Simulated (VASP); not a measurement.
A run of VASP 6.6.1 is set up as follows.

Contents of INCAR:

```
PREC = Accurate
ENCUT = 520
EDIFF = 1E-7
ISMEAR = -1
SIGMA = 0.1
LREAL = F
LASPH = T
NELM = 80
ALGO = Normal
ISIF = 2
LWAVE = F
LCHARG = F
GGA = RP
NBANDS = 32
```

File KPOINTS:

```
regular mesh
0
Gamma
  15 15 4
```

File POSCAR:

```
Zn
1.0
    2.5842786461      0.0000000000      0.0000000000
   -1.2921393230      2.2380509580      0.0000000000
    0.0000000000      0.0000000000      9.6837848195
Zn
4
Direct
    1.0000000000      0.0000000000      1.0000000000
    1.0000000000      1.0000000000      0.5000000000
    0.3333333333      0.6666666667      0.2500000000
    0.6666666667      0.3333333333      0.7500000000
```

Potentials or basis: VASP PAW PBE potentials, release 64 (Zn).

Command:

```console
$ cat potpaw_PBE.64/Zn/POTCAR > POTCAR
$ mpirun -np 1 vasp_std > vasp.out
```

Task: Predict the band gap on the k mesh.

Result: Zero (bands 24 and 25 overlap by 4.85 eV).

Task: What does it give for the pressure?

Result: 11.6 GPa.

Stress tensor (GPa, compression positive):
```
12.00  0.00  0.00
 0.00 12.00  0.00
 0.00  0.00 10.87
```

Caveat: the cell stands under pressure; the PAW data sets were made with another functional, which shifts forces and pressure a little.
